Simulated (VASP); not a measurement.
Wanted: the native input for a VASP 6.6.1 run.

```
Task                   : single point
Functional             : PBE
Dispersion             : D3(BJ)
Potentials or basis    : VASP PAW PBE potentials, release 64 (Pt)
Cutoff                 : 520 eV
k mesh                 : 4 × 4 × 1
Occupations            : gaussian, width 0.1 eV
Spin                   : no spin polarisation
Dipole correction      : yes
Further INCAR settings : ALGO = Normal; EDIFF = 1e-06; NBANDS = 72
```

The structure of Pt lies in POSCAR:

```
Pt
1.0
    5.5557316927      0.0000000000      0.0000000000
   -2.7778658463      4.8114047825      0.0000000000
    0.0000000000      0.0000000000     22.5362359316
Pt
12
Direct
    0.3333333333      0.1666666667      0.3549838591
    0.3333333333      0.6666666667      0.3549838591
    0.8333333333      0.1666666667      0.3549838591
    0.8333333333      0.6666666667      0.3549838591
    0.6582218476      0.3433317433      0.4577899156
    0.6571555373      0.8434827780      0.4561295175
    0.1580797295      0.3444025239      0.4561643793
    0.1603449194      0.8412535570      0.4617826048
   -0.0223179013      0.5354301796      0.5647996454
   -0.0227463728      0.0253700444      0.5558083966
    0.4724083957      0.5303176529      0.5598557977
    0.4671001306      0.0248101965      0.5647177605
```

The input as run:

INCAR

```
  PREC = Accurate
  ENCUT = 520
  EDIFF = 1E-6
  ISMEAR = 0
  SIGMA = 0.1
  LREAL = False
  LASPH = True
  NELM = 60
  ALGO = Normal
  ISIF = 2
  LWAVE = False
  LCHARG = False
  LDIPOL = True
  IDIPOL = 3
  DIPOL = 0.5 0.5 0.458
  GGA = PE
  IVDW = 12
  NBANDS = 72
```

KPOINTS

```
regular mesh
0
Gamma
  4 4 1
```

Potentials or basis: VASP PAW PBE potentials, release 64 (Pt).

The run is started by

```console
$ cat potpaw_PBE.64/Pt/POTCAR > POTCAR
$ mpirun -np 1 vasp_std > vasp.out
```

It gave:

```yaml
Largest_force: 0.896 eV/Å
Band_gap_on_the_k_mesh: zero (bands 60 and 61 overlap by 0.66 eV)
Dispersion_energy_per_atom: -0.508 eV
```

Caveat: spin-orbit coupling is left out, which moves the levels of the heavy elements.

Wall time 31 min on 1 thread of AMD EPYC 7R43 64-Core Processor (Zen 3), with other jobs on the host, peak memory 0.68 GiB.
